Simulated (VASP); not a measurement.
Runs of VASP 6.6.1 on Pt. The structure is that of space group P6_3/mmc (No. 194), or close to it. The cells are those of the table. 

| spin | cell | k mesh | cutoff (eV) | smearing | gap on the mesh (eV) | pressure (GPa) | moment (μB) |
| --- | --- | --- | --- | --- | --- | --- | --- |
| non-collinear, zero start, SOC | a = 2.767, b = 2.767, c = 4.757 Å, angles 90.0, 90.0, 120.0°, 2 atoms | 13 × 13 × 7 | 520 | fermi-dirac 0.1 eV | - | 0.2 | 0.00 |
| collinear, ferromagnetic start | a = 2.760, b = 2.760, c = 4.777 Å, angles 90.0, 90.0, 120.0°, 2 atoms | 21 × 21 × 11 | 520 | fermi-dirac 0.05 eV | none | (a) | 0.00 |
| off | a = 2.767, b = 2.767, c = 4.757 Å, angles 90.0, 90.0, 120.0°, 2 atoms | 7 × 7 × 4 | 500 | fermi-dirac 0.1 eV | none | 0.0 | - |
| off | a = 2.873, b = 2.873, c = 4.940 Å, angles 90.0, 90.0, 120.0°, 2 atoms | 21 × 21 × 11 | 520 | fermi-dirac 0.1 eV | none | -20.3 | - |

Alike in all rows: task single point; level PBE; potentials or basis VASP PAW PBE potentials, release 64 (Pt).

Question: Fill in the values left out.

Answer: (a) -0.5.

Caveats: some runs use coarse meshes; spin-orbit coupling is left out, which moves the levels of the heavy elements (some runs).

A k mesh can miss the band edges, and rows without SOC leave out spin-orbit coupling on Pt.

A gap of «none» marks levels without a gap at the run's occupations.
